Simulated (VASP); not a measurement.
Write the native input for VASP 6.6.1 that does the following.

```
Task                   : single point
Functional             : LDA
Potentials or basis    : VASP PAW LDA potentials, release 64 (Pb_d)
Cutoff                 : 520 eV
k mesh                 : 16 × 16 × 16
Occupations            : gaussian, width 0.15 eV
Spin                   : no spin polarisation
Dipole correction      : no
Further INCAR settings : ALGO = Normal; EDIFF = 1e-06; NBANDS = 13
```

The structure of Pb lies in POSCAR:

```
Pb
1.0
    0.0000000000      2.2722160000      2.5685920000
    2.2722160000      0.0000000000      2.5685920000
    2.2722160000      2.2722160000      0.0000000000
Pb
1
Direct
    0.0000000000      0.0000000000      0.0000000000
```

This cell differs from its parent crystal: strain -0.080 along x and y, +0.040 along z.

The input as run:

INCAR

```
ALGO = Normal
EDIFF = 1E-6
ENCUT = 520
ISIF = 2
ISMEAR = 0
LASPH = T
LCHARG = F
LREAL = F
LWAVE = F
NBANDS = 13
NELM = 100
PREC = Accurate
SIGMA = 0.15
```

KPOINTS

```
k-points
0
Gamma
  16 16 16
```

Potentials or basis: VASP PAW LDA potentials, release 64 (Pb_d).

Command:

```console
$ cat potpaw_LDA.64/Pb_d/POTCAR > POTCAR
$ mpirun -np 1 vasp_std > vasp.out
```

It gave:

- Pressure: 6.3 GPa
- Band gap on the k mesh: zero (band 7 reaches 17.03 eV, above the bottom of band 8 at 6.34 eV)

Caveat: the cell differs from its parent crystal (strain -0.080 along x and y, +0.040 along z); spin-orbit coupling is left out, which moves the levels of the heavy elements.

It took 75 s on 1 thread of Intel Xeon 6975P-C (shared host), peak memory 0.22 GiB.
